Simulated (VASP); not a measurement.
Si2W: single point with PBE

Crystal: Si2W.

```
CELL_PARAMETERS angstrom
4.66467 0.00000 0.00000
-2.33233 4.03972 0.00000
0.00000 0.00000 6.50441
ATOMIC_POSITIONS crystal
Si 0.85511 0.71022 0.50000
Si 0.14489 0.85511 0.83333
Si 0.71022 0.85511 0.16667
Si 0.14489 0.28978 0.50000
Si 0.85511 0.14489 0.83333
Si 0.28978 0.14489 0.16667
W 0.00000 0.50000 0.16667
W 0.50000 0.50000 0.83333
W 0.50000 0.00000 0.50000
```

This cell differs from its parent crystal: atoms shifted along a free coordinate, c/a of the conventional cell at fixed volume 1.3944.

```yaml
Program: VASP 6.6.1
Task: single point
Functional: PBE
Potentials_or_basis: VASP PAW PBE potentials, release 64 (Si, W_sv)
Cutoff: 520 eV
k_mesh: 9 × 9 × 6
Occupations: gaussian, width 0.03 eV
Spin: no spin polarisation
Dipole_correction: no
Further_INCAR_settings: ALGO = Normal; EDIFF = 1e-07; NBANDS = 43
```

```
Pressure               : 3.5 GPa
Largest force          : 2.845 eV/Å
Band gap on the k mesh : zero (bands 33 and 34 overlap by 0.49 eV)
```

Forces on the atoms (eV/Å):
```
Si   0.000 -2.845  0.000
Si   2.464 -1.423  0.000
Si  -2.464 -1.423  0.000
Si   0.000  2.845  0.000
Si  -2.464  1.423  0.000
Si   2.464  1.423  0.000
W    0.000  0.000  0.000
W    0.000  0.000  0.000
W    0.000  0.000  0.000
```

Stress tensor (GPa, compression positive):
```
2.61 0.00 0.00
0.00 2.61 0.00
0.00 0.00 5.31
```

Levels at points of the mesh, in eV from the Fermi level:
| k point | band 31 | band 32 | band 33 | band 34 | band 35 | band 36 |
| --- | --- | --- | --- | --- | --- | --- |
| (0.00, 0.00, 0.00) | -2.87 | -1.73 | -0.30 | 1.43 | 1.43 | 2.24 |
| (0.00, 0.00, 0.50) | -2.19 | -0.18 | -0.18 | 1.72 | 1.72 | 2.35 |

Run time: 5.2 min on 1 thread of Intel(R) Xeon(R) Platinum 8259CL CPU @ 2.50GHz (Skylake/Cascade Lake) (shared host), peak memory 0.35 GiB.

Caveat: the cell stands under pressure; spin-orbit coupling is left out, which moves the levels of the heavy elements; forces of over 1 eV/Å act on the atoms, so gaps and moduli don't describe the material at rest.
